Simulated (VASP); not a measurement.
Input of a VASP 6.6.1 run:

Contents of INCAR:

```
ALGO = Normal ; EDIFF = 1E-6
ENCUT = 500 ; GGA = PS
GGA_COMPAT = F ; ISIF = 2
ISMEAR = 0 ; LASPH = T
LCHARG = F ; LREAL = F
LWAVE = F ; NBANDS = 18
NELM = 120 ; PREC = Accurate
SIGMA = 0.1
```

Contents of KPOINTS:

```
k-points
0
Gamma
  6 6 4
```

The input POSCAR:

```
Ta
1.0
    2.8658500324      0.0000000000      0.0000000000
   -1.4329250162      2.4818989315      0.0000000000
    0.0000000000      0.0000000000      5.0926752261
Ta
2
Direct
    0.3333333333      0.6666666667      0.2500000000
    0.6666666667      0.3333333333      0.7500000000
```

Potentials or basis: VASP PAW PBE potentials, release 64 (Ta_pv).

Run with:

```bash
$ cat potpaw_PBE.64/Ta_pv/POTCAR > POTCAR
$ mpirun -np 1 vasp_std > vasp.out
```

Task: Predict the band gap on the k mesh.

Result: Zero (bands 11 and 12 overlap by 2.39 eV).

Task: Estimate the pressure.

Result: -0.8 GPa.

Stress tensor (GPa, compression positive):
```
-0.90  0.00  0.00
 0.00 -0.90  0.00
 0.00  0.00 -0.52
```

Caveat: the k points lie up to 0.42 Å⁻¹ apart, too coarse for converged energies and pressures of a metal; the PAW data sets were made with another functional, which shifts forces and pressure a little; spin-orbit coupling is left out, which moves the levels of the heavy elements.
